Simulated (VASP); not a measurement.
# Cd3O (P-3m1) in VASP: notebook

Cd3O is run at these levels: PBE; tasks: single point.

Everything below comes from runs of VASP 6.6.1. Logs are shortened: lines on timing, memory, paths and dates and some standing lists are left out, and cuts for length are marked.

**1. The cell of the first run**

It takes space group P-3m1 (No. 164, trigonal). The conventional cell has a = 3.360 Å, b = 3.360 Å, c = 7.564 Å, α = 90.00°, β = 90.00°, γ = 120.00°. Within 3.2 Å of Cd (site symmetry 3m) lie 3 O at 2.41 Å and 3 Cd at 3.05 Å. Cd (site symmetry -3m) has 12 Cd at 3.05 to 3.36 Å and 2 O at 3.78 Å within 4.0 Å. O (site symmetry -3m) has 6 Cd at 2.41 Å within 3.2 Å.

**2. Single point, PBE**

INCAR reads:

```
SYSTEM = Cd3O
PREC = Accurate
ENCUT = 600
EDIFF = 1E-6
ISMEAR = 0
SIGMA = 0.2
LREAL = .False.
LASPH = .True.
NELM = 120
ALGO = Normal
ISIF = 2
LWAVE = .False.
LCHARG = .False.
GGA = PE
NBANDS = 52
GGA_COMPAT = .False.
```

KPOINTS reads:

```
regular mesh
0
Gamma
  6 4 4
  0 0 0
```

POSCAR reads:

```
Cd3O
1.0
    3.3602955022      0.0000000000      0.0000000000
   -0.0000000001      5.8202025382      0.0000000000
    0.0000000000      0.0000000000      7.5636220805
Cd O
6 2
Direct
    0.5000000000      0.1666666667      0.8118344308
    1.0000000000      0.6666666667      0.8118344308
    1.0000000000      0.3333333333      0.1881655692
    0.5000000000      0.8333333333      0.1881655692
    0.0000000000      0.0000000000      0.5000000000
    0.5000000000      0.5000000000      0.5000000000
    1.0000000000      0.0000000000      0.0000000000
    0.5000000000      0.5000000000      0.0000000000
```

Potentials or basis: VASP PAW PBE potentials, release 64 (Cd, O).

Command:

```console
cat potpaw_PBE.64/Cd/POTCAR potpaw_PBE.64/O/POTCAR > POTCAR
mpirun -np 1 vasp_std > vasp.out
```

OUTCAR:

```text
SYSTEM = Cd3O
   PREC = Accurate
   ENCUT = 600
   EDIFF = 1E-6
   ISMEAR = 0
   LREAL = .False.
   LASPH = .True.
   NELM = 120
   ISIF = 2
   GGA = PE

 ion  position               nearest neighbor table
   1  0.500  0.167  0.812-   8 2.41   7 2.41   7 2.41   6 3.05   5 3.05   5 3.05   2 3.36   2 3.36
                             2 3.36   2 3.36   3 3.44   3 3.44   4 3.44
   2  0.000  0.667  0.812-   7 2.41   8 2.41   8 2.41   5 3.05   6 3.05   6 3.05   1 3.36   1 3.36
                             1 3.36   1 3.36   4 3.44   4 3.44   3 3.44
   3  0.000  0.333  0.188-   7 2.41   8 2.41   8 2.41   5 3.05   6 3.05   6 3.05   4 3.36   4 3.36
                             4 3.36   4 3.36   1 3.44   1 3.44   2 3.44
   4  0.500  0.833  0.188-   8 2.41   7 2.41   7 2.41   6 3.05   5 3.05   5 3.05   3 3.36   3 3.36
                             3 3.36   3 3.36   2 3.44   2 3.44   1 3.44
   5  0.000  0.000  0.500-   2 3.05   3 3.05   1 3.05   4 3.05   1 3.05   4 3.05   6 3.36   6 3.36
                             6 3.36   6 3.36
   6  0.500  0.500  0.500-   1 3.05   4 3.05   2 3.05   3 3.05   2 3.05   3 3.05   5 3.36   5 3.36
                             5 3.36   5 3.36
   7  0.000  0.000  0.000-   2 2.41   3 2.41   1 2.41   4 2.41   1 2.41   4 2.41
   8  0.500  0.500  0.000-   1 2.41   4 2.41   2 2.41   3 2.41   2 2.41   3 2.41

  LATTYP: Found a simple orthorhombic cell.
 ALAT       =     3.3602955022
 B/A-ratio  =     1.7320508076
 C/A-ratio  =     2.2508800418

  Lattice vectors:

 A1 = (   3.3602955022,   0.0000000000,   0.0000000000)
 A2 = (  -0.0000000001,   5.8202025382,   0.0000000000)
 A3 = (   0.0000000000,   0.0000000000,   7.5636220805)

Analysis of symmetry for initial positions (statically):
=====================================================================
 Subroutine PRICEL returns following result:

  LATTYP: Found a hexagonal cell.
 ALAT       =     3.3602955022
 C/A-ratio  =     2.2508800418

  Lattice vectors:

 A1 = (  -3.3602955022,  -0.0000000000,   0.0000000000)
 A2 = (   1.6801477512,  -2.9101012691,   0.0000000000)
 A3 = (   0.0000000000,   0.0000000000,   7.5636220805)

   2 primitive cells build up your supercell.

 Routine SETGRP: Setting up the symmetry group for a
 simple orthorhombic supercell.

 Subroutine GETGRP returns: Found  4 space group operations
 (whereof  4 operations were pure point group operations)
 out of a pool of  8 trial point group operations.

The static configuration has the point symmetry C_2h.

Analysis of symmetry for dynamics (positions and initial velocities):
=====================================================================
 Subroutine PRICEL returns following result:

  LATTYP: Found a hexagonal cell.
 ALAT       =     3.3602955022
 C/A-ratio  =     2.2508800418

  Lattice vectors:

 A1 = (  -3.3602955022,  -0.0000000000,   0.0000000000)
 A2 = (   1.6801477512,  -2.9101012691,   0.0000000000)
 A3 = (   0.0000000000,   0.0000000000,   7.5636220805)

   2 primitive cells build up your supercell.

 Routine SETGRP: Setting up the symmetry group for a
 simple orthorhombic supercell.

 Subroutine GETGRP returns: Found  4 space group operations
 (whereof  4 operations were pure point group operations)
 out of a pool of  8 trial point group operations.

The dynamic configuration has the point symmetry C_2h.

 Subroutine INISYM returns: Found  4 space group operations
 (whereof  4 operations are pure point group operations),
 and found     2 'primitive' translations

----------------------------------------------------------------------------------------

                                     Primitive cell

  volume of cell :      73.9631

  direct lattice vectors                    reciprocal lattice vectors
    -3.360295502 -0.000000000  0.000000000    -0.297592875 -0.171815327  0.000000000
     1.680147751 -2.910101269  0.000000000     0.000000000 -0.343630653  0.000000000
     0.000000000  0.000000000  7.563622081     0.000000000  0.000000000  0.132211788

  length of vectors
     3.360295502  3.360295502  7.563622081     0.343630653  0.343630653  0.132211788

  position of ions in fractional coordinates (direct lattice)
     0.333333333  0.666666667  0.811834431
     0.666666667  0.333333333  0.188165569
     0.000000000  0.000000000  0.500000000
     0.000000000  0.000000000  0.000000000

  ion indices of the primitive-cell ions
   primitive index   ion index
                 1           1
                 2           4
                 3           6
                 4           8

----------------------------------------------------------------------------------------

 KPOINTS: regular mesh

Automatic generation of k-mesh.
 Grid dimensions read from file:
 generate k-points for:    6    4    4

 Generating k-lattice:

  Cartesian coordinates                     Fractional coordinates (reciprocal lattice)
     0.049598813  0.000000000  0.000000000     0.166666667  0.000000000  0.000000000
     0.000000000  0.042953832  0.000000000     0.000000000  0.250000000  0.000000000
     0.000000000  0.000000000  0.033052947     0.000000000  0.000000000  0.250000000

  Length of vectors
     0.049598813  0.042953832  0.033052947

  Shift w.r.t. Gamma in fractional coordinates (k-lattice)
     0.000000000  0.000000000  0.000000000

 Subroutine IBZKPT returns following result:
 ===========================================

 Found     40 irreducible k-points:

 Following reciprocal coordinates:
            Coordinates               Weight
  0.000000  0.000000  0.000000      1.000000
  0.166667 -0.000000  0.000000      2.000000
  0.333333  0.000000  0.000000      2.000000
  0.500000  0.000000  0.000000      1.000000
  0.000000  0.250000  0.000000      2.000000
  0.166667  0.250000  0.000000      4.000000
[... 16 lines left out ...]
  0.500000  0.250000  0.250000      2.000000
  0.500000  0.250000 -0.250000      2.000000
 [... further k-points ...]
   k-points           NKPTS =     40   k-points in BZ     NKDIM =     40   number of bands    NBANDS=     52
   number of dos      NEDOS =    301   number of ions     NIONS =      8
   total plane-waves  NPLWV =  80640
   dimension x,y,z NGX =    28 NGY =   48 NGZ =   60
   dimension x,y,z NGXF=    56 NGYF=   96 NGZF=  120
   ions per type =               6   2
   NGX,Y,Z   is equivalent  to a cutoff of  13.85, 13.71, 13.19 a.u.
   NGXF,Y,Z  is equivalent  to a cutoff of  27.71, 27.42, 26.38 a.u.
 SYSTEM =  Cd3O
   PREC   = accura    normal or accurate (medium, high low for compatibility)
   ISTART =      0    job   : 0-new  1-cont  2-samecut
   ICHARG =      2    charge: 1-file 2-atom 10-const
   ISPIN  =      1    spin polarized calculation?
   LNONCOLLINEAR =      F non collinear calculations
   LSORBIT =      F    spin-orbit coupling
   LASPH  =      T    aspherical Exc in radial PAW
   ENCUT  =  600.0 eV  44.10 Ry    6.64 a.u.   6.71 11.62 15.11*2*pi/ulx,y,z
   NELM   =    120;   NELMIN=  2; NELMDL= -5     # of ELM steps
   EDIFF  = 0.1E-05   stopping-criterion for ELM
   LREAL  =      F    real-space projection
   EDIFFG = 0.1E-04   stopping-criterion for IOM
   NSW    =      0    number of steps for IOM
   IBRION =     -1    ionic relax: 0-MD 1-quasi-New 2-CG
   NFREE  =      0    steps in history (QN), initial steepest desc. (CG)
   ISIF   =      2    stress and relaxation
   ISYM   =      2    0-nonsym 1-usesym 2-fastsym
   POTIM  = 0.5000    time-step for ionic-motion
   TEBEG  =    0.0;   TEEND  =   0.0 temperature during run
   PSTRESS=    0.0 pullay stress
   NELECT =      84.0000    total number of electrons
   NUPDOWN=      -1.0000    fix difference up-down
   EMIN   =  10.00;   EMAX   =-10.00  energy-range for DOS
   EFERMI =   0.00;   METHOD = LEGACY
   ISMEAR =     0;   SIGMA  =   0.20  broadening in eV -4-tet -1-fermi 0-gaus
   EFERMI_NEDOS =   21; number of points for ismear=-14 and -15
   IALGO  =     38    algorithm
   IMIX   =      4    mixing-type and parameters
     AMIX     =   0.40;   BMIX     =  1.00
     AMIX_MAG =   1.60;   BMIX_MAG =  1.00
  volume/ion in A,a.u.               =      18.49       124.78
  Fermi-wavevector in a.u.,A,eV,Ry     =   1.355666  2.561838 25.005210  1.837831
  Thomas-Fermi vector in A             =   2.482735
   LORBIT       =      0    0 simple, 1 ext, 2 COOP (PROOUT), +10 PAW based schemes
   GGA     = PE    functional components
   LHFCALC =     F    Hartree Fock is set to
   AEXX    =    0.0000 exact exchange contribution
   IVDW    =     0    specifies the selected vdW correction
   LEPSILON=     F    determine dielectric tensor
   LRPA    =     F    only Hartree local field effects (RPA)
 non-spin polarized calculation
 Gauss-broadening in eV      SIGMA  =   0.20
  energy-cutoff  :      600.00
  volume of cell :      147.93
 maximum number of plane-waves:      4966
   NGX = 13   NGY = 23   NGZ = 31

 number of electron      83.9999978 magnetization

 Free energy of the ion-electron system (eV)
  ---------------------------------------------------
  ext. energy  EPLUGINS =         0.00000000
  ---------------------------------------------------
  free energy    TOTEN  =       -17.80320910 eV

  energy without entropy =      -17.75470336  energy(sigma->0) =      -17.77895623

 E-fermi :   2.6227     XC(G=0): -10.9208

 val. band max:        2.6172965582   @ k =   0.3333   0.0000   0.5000
 cond. band min:       2.6262489203   @ k =   0.3333   0.2500   0.0000
 fundamental gap:      0.0089523621
 Fermi energy:         2.6227158756

 k-point     1 :       0.0000    0.0000    0.0000
  band No.  band energies     occupation
      1     -15.5949      2.00000
      2     -15.2727      2.00000
      3      -6.6630      2.00000
      4      -6.4806      2.00000
      5      -6.4673      2.00000
      6      -6.4068      2.00000
[... 44 lines left out ...]
     51      10.8837      0.00000
     52      11.2471      0.00000

 k-point     2 :       0.1667   -0.0000    0.0000
  band No.  band energies     occupation
      1     -15.5341      2.00000
      2     -15.2546      2.00000
      3      -6.6187      2.00000
      4      -6.4593      2.00000
      5      -6.4496      2.00000
      6      -6.4327      2.00000
[... 44 lines left out ...]
     51       9.0455      0.00000
     52      10.4210      0.00000
[... 1153 lines left out ...]
     51       7.7520      0.00000
     52       7.7520      0.00000

 k-point    24 :       0.5000    0.2500   -0.2500
  band No.  band energies     occupation
      1     -15.2732      2.00000
      2     -15.2732      2.00000
      3      -6.5711      2.00000
      4      -6.5711      2.00000
      5      -6.5243      2.00000
      6      -6.5243      2.00000
[... 44 lines left out ...]
     51       8.3889      0.00000
     52       8.3889      0.00000

 [... further k-points ...]
[... 5 lines left out ...]
  --------------------------------------------------------------------------------------
  -------------------------------------------------------------------------------------
  Total        0.6462471      0.3379171      0.3265967     -0.0000000      0.1049544     -0.0000000
  in kB        6.9994477      3.6599522      3.5373414     -0.0000000      1.1367528     -0.0000000
  external PRESSURE =       4.7322471 kB  Pullay stress =       0.0000000 kB

 VOLUME and BASIS-vectors are now :
 -----------------------------------------------------------------------------
  energy-cutoff  :      600.00
  volume of cell :      147.93
      direct lattice vectors                 reciprocal lattice vectors
     3.360295502  0.000000000  0.000000000     0.297592875  0.000000000  0.000000000
    -0.000000000  5.820202538  0.000000000     0.000000000  0.171815327  0.000000000
     0.000000000  0.000000000  7.563622081     0.000000000  0.000000000  0.132211788

 POSITION                                       TOTAL-FORCE (eV/Angst)
 -----------------------------------------------------------------------------------
      1.68015      0.97003      6.14041        -0.000000      0.000895     -0.058210
     -0.00000      3.88014      6.14041        -0.000000      0.000895     -0.058210
     -0.00000      1.94007      1.42321         0.000000     -0.000895      0.058210
      1.68015      4.85017      1.42321         0.000000     -0.000895      0.058210
      0.00000      0.00000      3.78181         0.000000      0.000000     -0.000000
      1.68015      2.91010      3.78181         0.000000      0.000000     -0.000000
      0.00000      0.00000      0.00000         0.000000      0.000000      0.000000
      1.68015      2.91010      0.00000         0.000000      0.000000      0.000000
 -----------------------------------------------------------------------------------
    total drift:                                0.000000      0.000000      0.000000

  FREE ENERGIE OF THE ION-ELECTRON SYSTEM (eV)
  ---------------------------------------------------
  free  energy   TOTEN  =       -17.8032090993 eV

  energy  without entropy=      -17.7547033581  energy(sigma->0) =      -17.77895623
```

Wall time 6.5 min (1 thread of Oxide Virtual Turin-like, shared host); peak memory 0.39 GiB.

What came out:

```
Free energy            : -17.8032 eV
Pressure               : 0.5 GPa
Largest force          : 0.058 eV/Å
Band gap on the k mesh : zero (bands 42 and 43 overlap by 1.43 eV)
```

Forces in eV/Å, atoms in the order of the input:
```
Cd   0.000  0.001 -0.058
Cd   0.000  0.001 -0.058
Cd   0.000 -0.001  0.058
Cd   0.000 -0.001  0.058
Cd   0.000  0.000  0.000
Cd   0.000  0.000  0.000
O    0.000  0.000  0.000
O    0.000  0.000  0.000
```

**3. Single point, PBE (19.56 Å³/atom)**

This run uses another cell than the first one, of 19.56 Å³/atom.

INCAR reads:

```
  ALGO = Normal
  EDIFF = 1E-6
  ENCUT = 600
  GGA = PE
  GGA_COMPAT = False
  ISIF = 2
  ISMEAR = 0
  LASPH = True
  LCHARG = False
  LREAL = False
  LWAVE = False
  NBANDS = 52
  NELM = 120
  PREC = Accurate
  SIGMA = 0.1
```

KPOINTS reads:

```
k-points
0
Gamma
  12 12 2
```

POSCAR reads:

```
Cd3O
1.0
    3.4286657067      0.0000000000      0.0000000000
   -1.7143328533      2.9693116031      0.0000000000
    0.0000000000      0.0000000000     15.3734601360
Cd O
6 2
Direct
    0.0000000000      0.0000000000      0.0000000000
    0.3333333333      0.6666666667      0.1815063175
    0.6666666667      0.3333333333      0.8184936825
    0.0000000000      0.0000000000      0.5000000000
    0.6666666667      0.3333333333      0.3407330319
    0.3333333333      0.6666666667      0.6592669681
    0.6666666667      0.3333333333      0.0904079053
    0.3333333333      0.6666666667      0.9095920947
```

Potentials or basis: VASP PAW PBE potentials, release 64 (Cd, O).

Command:

```console
cat potpaw_PBE.64/Cd/POTCAR potpaw_PBE.64/O/POTCAR > POTCAR
mpirun -np 1 vasp_std > vasp.out
```

Wall time 7.3 min (1 thread of Oxide Virtual Turin-like, shared host); peak memory 0.44 GiB.

It converged, with:

```yaml
Free_energy: -18.0654 eV
Pressure: -2.8 GPa
Largest_force: 0.042 eV/Å
Band_gap_on_the_k_mesh: zero (bands 42 and 43 overlap by 1.94 eV)
```

Forces on the atoms (eV/Å):
```
Cd   0.000  0.000  0.000
Cd   0.000  0.000  0.042
Cd   0.000  0.000 -0.042
Cd   0.000  0.000  0.000
Cd   0.000  0.000  0.000
Cd   0.000  0.000  0.000
O    0.000  0.000  0.010
O    0.000  0.000 -0.010
```

Stress tensor (GPa, compression positive):
```
-2.80  0.00  0.00
 0.00 -2.80  0.00
 0.00  0.00 -2.72
```

Levels at points of the mesh, in eV from the Fermi level:
| k point | band 38 | band 39 | band 40 | band 41 | band 42 | band 43 | band 44 | band 45 | band 46 | band 47 |
| --- | --- | --- | --- | --- | --- | --- | --- | --- | --- | --- |
| (0.00, 0.00, 0.00) | -2.39 | -2.39 | -1.87 | -1.87 | -1.81 | -1.27 | 1.34 | 2.20 | 5.48 | 6.24 |
| (0.50, 0.00, 0.00) | -2.45 | -2.41 | -2.11 | -1.51 | -1.45 | -0.24 | 0.59 | 1.72 | 1.86 | 3.39 |
| (0.00, 0.00, 0.50) | -2.90 | -2.39 | -2.39 | -1.87 | -1.87 | -0.07 | 0.20 | 3.20 | 4.19 | 8.18 |
| (0.50, 0.00, 0.50) | -2.46 | -2.41 | -2.11 | -1.47 | -1.45 | -0.17 | 0.34 | 1.98 | 2.01 | 2.95 |

**4. Single point, PBE, collinear spin, ferromagnetic start**

This run uses another cell than the first one, of the same volume but with other edges.

INCAR reads:

```
SYSTEM = Cd3O
  PREC = Accurate
  ENCUT = 600
  EDIFF = 1E-6
  ISMEAR = 0
  SIGMA = 0.1
  LREAL = .FALSE.
  LASPH = .TRUE.
  NELM = 200
  ALGO = Normal
  ISIF = 2
  LWAVE = .FALSE.
  LCHARG = .TRUE.
  ISPIN = 2
  MAGMOM = 0 0 0 0 0 0 1 1
  LORBIT = 11
  GGA = PE
  LELF = .TRUE.
  LVHAR = .TRUE.
  NBANDS = 56
  GGA_COMPAT = .FALSE.
```

KPOINTS reads:

```
Automatic mesh
0
G
  6 6 1
  0 0 0
```

POSCAR reads:

```
Cd3O
1.0
    3.3640282644      0.0000000000      0.0000000000
   -1.6820141322      2.9133339360      0.0000000000
    0.0000000000      0.0000000000     15.0710046063
Cd O
6 2
Direct
    0.0000000000      0.0000000000      0.0000000000
    0.3333333333      0.6666666667      0.1865180994
    0.6666666667      0.3333333333      0.8134819006
    0.0000000000      0.0000000000      0.5000000000
    0.6666666667      0.3333333333      0.3453967312
    0.3333333333      0.6666666667      0.6546032688
    0.6666666667      0.3333333333      0.0920732207
    0.3333333333      0.6666666667      0.9079267793
```

Command:

```console
cat potpaw_PBE.64/Cd/POTCAR potpaw_PBE.64/O/POTCAR > POTCAR
mpirun -np 1 vasp_std > vasp.out
```

Run time: 4.1 min. Hardware: 1 thread of Oxide Virtual Turin-like, shared host; peak memory 0.38 GiB.

Results (log left out):

```yaml
Free_energy: -18.0123 eV
Pressure: 0.3 GPa
Largest_force: 0.056 eV/Å
Band_gap_on_the_k_mesh: zero (filled and empty bands overlap)
Net_moment: 0.00 μB per cell
Valence_electrons_inside_the_program's_atomic_spheres: Cd 10.21, 10.24, 10.30, 10.29 (each value once); O 4.91
```

Forces on the atoms (eV/Å):
```
Cd   0.000  0.000  0.000
Cd   0.000  0.000  0.056
Cd   0.000  0.000 -0.056
Cd   0.000  0.000  0.000
Cd   0.000  0.000  0.030
Cd   0.000  0.000 -0.030
O    0.000  0.000 -0.023
O    0.000  0.000  0.023
```

Levels at points of the mesh, in eV from the Fermi level:
Spin up:
```
           k point  band 39  band 40  band 41  band 42  band 43  band 44  band 45  band 46
(0.00, 0.00, 0.00)    -2.28    -1.75    -1.70    -1.70    -0.93     1.67     2.72     6.01
(0.50, 0.00, 0.00)    -2.30    -1.95    -1.47    -1.22    -0.06     0.92     2.07     2.09
```
Spin down:
| k point | band 40 | band 41 | band 42 | band 43 | band 44 | band 45 |
| --- | --- | --- | --- | --- | --- | --- |
| (0.00, 0.00, 0.00) | -1.75 | -1.70 | -1.70 | -0.93 | 1.67 | 2.72 |
| (0.50, 0.00, 0.00) | -1.95 | -1.47 | -1.22 | -0.06 | 0.92 | 2.07 |

Caveat: the k points lie up to 0.42 Å⁻¹ apart, too coarse for converged energies and pressures of a metal.

**5. Summary**

| spin | cell | k mesh | smearing | gap on the mesh (eV) | pressure (GPa) | largest force (eV/Å) |
| --- | --- | --- | --- | --- | --- | --- |
| off | a = 3.360, b = 5.820, c = 7.564 Å, 8 atoms, atomic positions A | 6 × 4 × 4 | gaussian 0.2 eV | none | 0.5 | 0.06 |
| off | a = 3.429, b = 3.429, c = 15.373 Å, angles 90.0, 90.0, 120.0°, 8 atoms, atomic positions B | 12 × 12 × 2 | gaussian 0.1 eV | none | -2.8 | 0.04 |
| collinear, ferromagnetic start | a = 3.364, b = 3.364, c = 15.071 Å, angles 90.0, 90.0, 120.0°, 8 atoms, atomic positions C | 6 × 6 × 1 | gaussian 0.1 eV | none | 0.3 | 0.06 |

Alike in all rows: task single point; level PBE; potentials or basis VASP PAW PBE potentials, release 64 (Cd, O); cutoff (eV) 600.

Caveats: some runs use coarse meshes.

Total energies depend on the potentials used, so only differences within one code and one set of settings carry meaning.

The gap in the log of VASP goes by the Fermi energy; the results here count the filled bands.